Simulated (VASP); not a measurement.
# PbS (Galena) (Fm-3m) in VASP: notebook, part 3 of 3

VASP 6.6.1. The steps go on from the part before.

### 5 Single point, RPBE

This run uses another cell than the first one, of 28.12 Å³/atom, 1.078 times its volume.

Input file INCAR:

```
PREC = Accurate
ENCUT = 520
EDIFF = 1E-6
ISMEAR = -1
SIGMA = 0.05
LREAL = F
LASPH = T
NELM = 80
ALGO = Normal
ISIF = 2
LWAVE = F
LCHARG = F
GGA = RP
NBANDS = 17
```

Input file KPOINTS:

```
regular mesh
0
Gamma
  8 8 8
```

Input file POSCAR:

```
PbS
1.0
    0.0000000000      3.0410570876      3.0410570876
    3.0410570876      0.0000000000      3.0410570876
    3.0410570876      3.0410570876      0.0000000000
Pb S
1 1
Direct
    0.0000000000      0.0000000000      0.0000000000
    0.5000000000      0.5000000000      0.5000000000
```

Potentials or basis: VASP PAW PBE potentials, release 64 (Pb_d, S).

Started as:

```
$ cat potpaw_PBE.64/Pb_d/POTCAR potpaw_PBE.64/S/POTCAR > POTCAR
$ mpirun -np 1 vasp_std > vasp.out
```

OUTCAR:

```text
PREC = Accurate
   ENCUT = 520
   EDIFF = 1E-6
   ISMEAR = -1
   LREAL = F
   LASPH = T
   NELM = 80
   ISIF = 2
   GGA = RP

 ion  position               nearest neighbor table
   1  0.000  0.000  0.000-   2 3.04   2 3.04   2 3.04   2 3.04   2 3.04   2 3.04
   2  0.500  0.500  0.500-   1 3.04   1 3.04   1 3.04   1 3.04   1 3.04   1 3.04

  LATTYP: Found a face centered cubic cell.
 ALAT       =     6.0821141752

  Lattice vectors:

 A1 = (   0.0000000000,   3.0410570876,   3.0410570876)
 A2 = (   3.0410570876,   0.0000000000,   3.0410570876)
 A3 = (   3.0410570876,   3.0410570876,   0.0000000000)

Analysis of symmetry for initial positions (statically):
=====================================================================
 Subroutine PRICEL returns:
 Original cell was already a primitive cell.

 Routine SETGRP: Setting up the symmetry group for a
 face centered cubic supercell.

 Subroutine GETGRP returns: Found 48 space group operations
[... 9 lines left out ...]

 Routine SETGRP: Setting up the symmetry group for a
 face centered cubic supercell.

 Subroutine GETGRP returns: Found 48 space group operations
[... 11 lines left out ...]
                                     Primitive cell

[... 134 lines left out ...]

  energy without entropy =       -8.10971501  energy(sigma->0) =       -8.10972006

 E-fermi :   5.2861     XC(G=0):  -9.1536

 val. band max:        4.9291357722   @ k =   0.5000   0.0000   0.0000
 cond. band min:       5.6429267897   @ k =   0.5000   0.0000   0.0000
 fundamental gap:      0.7137910175
 Fermi energy:         5.2860720358

 k-point     1 :       0.0000    0.0000    0.0000
  band No.  band energies     occupation
      1     -11.8047      2.00000
      2     -11.8047      2.00000
      3     -11.8047      2.00000
      4     -11.7822      2.00000
      5     -11.7822      2.00000
      6      -7.9450      2.00000
[... 457 lines left out ...]
      4     -11.7821      2.00000
      5     -11.7665      2.00000
      6      -6.7220      2.00000
[... 9 lines left out ...]
     16      15.9401      0.00000
     17      16.1483      0.00000

 [... further k-points ...]

------------------------ aborting loop because EDIFF is reached ----------------------------------------

  FORCE on cell =-STRESS in cart. coord.  units (eV):
  Direction    XX          YY          ZZ          XY          YZ          ZX
  --------------------------------------------------------------------------------------
  -------------------------------------------------------------------------------------
  Total       -0.0280405     -0.0280405     -0.0280405      0.0000000      0.0000000      0.0000000
  in kB       -0.7987151     -0.7987151     -0.7987151      0.0000000      0.0000000      0.0000000
  external PRESSURE =      -0.7987151 kB  Pullay stress =       0.0000000 kB

 VOLUME and BASIS-vectors are now :
 -----------------------------------------------------------------------------
  energy-cutoff  :      520.00
  volume of cell :       56.25
      direct lattice vectors                 reciprocal lattice vectors
     0.000000000  3.041057088  3.041057088    -0.164416512  0.164416512  0.164416512
     3.041057088  0.000000000  3.041057088     0.164416512 -0.164416512  0.164416512
     3.041057088  3.041057088  0.000000000     0.164416512  0.164416512 -0.164416512

 POSITION                                       TOTAL-FORCE (eV/Angst)
 -----------------------------------------------------------------------------------
      0.00000      0.00000      0.00000         0.000000     -0.000000     -0.000000
      3.04106      3.04106      3.04106         0.000000      0.000000      0.000000
 -----------------------------------------------------------------------------------
    total drift:                                0.000000     -0.000000     -0.000000

  FREE ENERGIE OF THE ION-ELECTRON SYSTEM (eV)
  ---------------------------------------------------
  free  energy   TOTEN  =        -8.1097251207 eV

  energy  without entropy=       -8.1097150076  energy(sigma->0) =       -8.10972006
```

stdout:

```text
POSCAR found type information on POSCAR PbS
 POSCAR found :  2 types and       2 ions
 scaLAPACK will be used
 -----------------------------------------------------------------------------
|                                                                             |
|                                                                             |
|     You enforced a specific xc type in the INCAR file but a different       |
|     I HOPE YOU KNOW WHAT YOU ARE DOING!                                     |
|                                                                             |
 -----------------------------------------------------------------------------

 LDA part: xc-table for (Slater+PW92), standard interpolation
 POSCAR, INCAR and KPOINTS ok, starting setup
 FFT: planning ... GRIDC
 FFT: planning ... GRID_SOFT
 FFT: planning ... GRID
 WAVECAR not read
 entering main loop
```

Wall time 8.8 s (1 thread of Intel Xeon 6975P-C (Granite Rapids), shared host); peak memory 0.18 GiB.

What came out:

| Quantity | Value |
| --- | --- |
| Free energy | -8.1097 eV |
| Pressure | -0.1 GPa |
| Band gap on the k mesh | 0.71 eV, direct |

Caveat: the PAW data sets were made with another functional, which shifts forces and pressure a little; spin-orbit coupling is left out, which moves the levels of the heavy elements. A k mesh can miss the band edges.

### 6 Relaxation of cell and atoms, RPBE

Input file INCAR:

```
SYSTEM = PbS
  PREC = Accurate
  ENCUT = 600
  EDIFF = 1E-6
  ISMEAR = -1
  SIGMA = 0.05
  LREAL = .False.
  LASPH = .True.
  NELM = 60
  ALGO = Normal
  ISIF = 3
  LWAVE = .False.
  LCHARG = .False.
  GGA = RP
  IBRION = 2
  NSW = 60
  EDIFFG = -0.01
```

Input file KPOINTS:

```
regular mesh
0
Gamma
  8 8 8
  0 0 0
```

Input file POSCAR:

```
PbS
1.0
    0.0000000000      2.9657500000      2.9657500000
    2.9657500000      0.0000000000      2.9657500000
    2.9657500000      2.9657500000      0.0000000000
Pb S
1 1
Direct
    0.0000000000      0.0000000000      0.0000000000
    0.5000000000      0.5000000000      0.5000000000
```

Potentials or basis: VASP PAW PBE potentials, release 64 (Pb_d, S).

Started as:

```
$ cat potpaw_PBE.64/Pb_d/POTCAR potpaw_PBE.64/S/POTCAR > POTCAR
$ mpirun -np 1 vasp_std > vasp.out
```

Run time: 28 s. Hardware: 1 thread of Intel Xeon 6975P-C (Granite Rapids), shared host; peak memory 0.21 GiB.

It converged, with:

```yaml
Free_energy: -8.1093 eV
Relaxed_volume: 28.09 Å³/atom
Relaxed_cell: a = 4.299 Å, b = 4.299 Å, c = 4.299 Å, α = 60.00°, β = 60.00°, γ = 60.00°
Space_group_after_relaxing_to_0.05_Å: Fm-3m (No. 225)
Energy_gained_by_relaxing: 24.4 meV/atom
Ionic_steps: 3
Pressure_after_relaxing: 0.0 GPa
Band_gap_on_the_k_mesh: 0.71 eV, direct
```

The path:
| step | energy change (eV) | largest force (eV/Å) | pressure (GPa) | volume (Å³) |
| --- | --- | --- | --- | --- |
| 1 | 0.0000 | 0.0000 | 4.16 | 52.17 |
| 2 | -0.0449 | 0.0000 | -0.99 | 57.45 |
| 3 | -0.0489 | 0.0000 | 0.01 | 56.19 |

Final structure:
```
CELL_PARAMETERS angstrom
0.00000 3.03999 3.03999
3.03999 0.00000 3.03999
3.03999 3.03999 0.00000
ATOMIC_POSITIONS crystal
Pb 0.00000 0.00000 0.00000
S 0.50000 0.50000 0.50000
```

Levels at points of the mesh, in eV from the valence-band top:
```csv
k point,band 6,band 7,band 8,band 9,band 10,band 11,band 12,band 13,band 14
"(0.00, 0.00, 0.00)",-12.88,-6.07,-1.76,-1.76,-1.76,5.11,5.11,5.11,7.03
"(0.50, 0.00, 0.00)",-11.83,-8.35,-1.42,-1.42,0.00,0.71,2.23,2.23,8.80
"(0.50, 0.50, 0.00)",-11.51,-7.01,-4.48,-2.90,-2.90,4.36,5.46,5.52,5.52
```

Caveat: the PAW data sets were made with another functional, which shifts forces and pressure a little; spin-orbit coupling is left out, which moves the levels of the heavy elements.

### 7 Overview

| task | level | cell | k mesh | cutoff (eV) | smearing | gap on the mesh (eV) | pressure (GPa) |
| --- | --- | --- | --- | --- | --- | --- | --- |
| single point | PBE | a = 4.194 Å, angles 60.0°, 2 atoms | 5 × 5 × 5 | 520 | fermi-dirac 0.04 eV | - | 1.9 |
| single point | RPBE | a = 4.194 Å, angles 60.0°, 2 atoms | 8 × 8 × 8 | 520 | fermi-dirac 0.05 eV | 0.46 | 4.1 |
| single point | revPBE | a = 4.194 Å, angles 60.0°, 2 atoms | 8 × 8 × 8 | 520 | fermi-dirac 0.05 eV | 0.43 | 3.6 |
| single point | RPBE | a = 4.301 Å, angles 60.0°, 2 atoms | 8 × 8 × 8 | 520 | fermi-dirac 0.05 eV | 0.71 | -0.1 |
| relaxation of cell and atoms | RPBE | relaxed from a = 4.194 Å, angles 60.0°, 2 atoms | 8 × 8 × 8 | 600 | fermi-dirac 0.05 eV | 0.71 | 0.0 |

Alike in all rows: potentials or basis VASP PAW PBE potentials, release 64 (Pb_d, S); no spin polarisation.

The pressure there spans 1.9 GPa (PBE) to 4.1 GPa (RPBE); a positive pressure means that this level wants a larger cell, a negative one a smaller.

Caveats: spin-orbit coupling is left out, which moves the levels of the heavy elements; the PAW data sets were made with another functional, which shifts forces and pressure a little (some runs).

Total energies depend on the potentials used, so only differences within one code and one set of settings carry meaning.
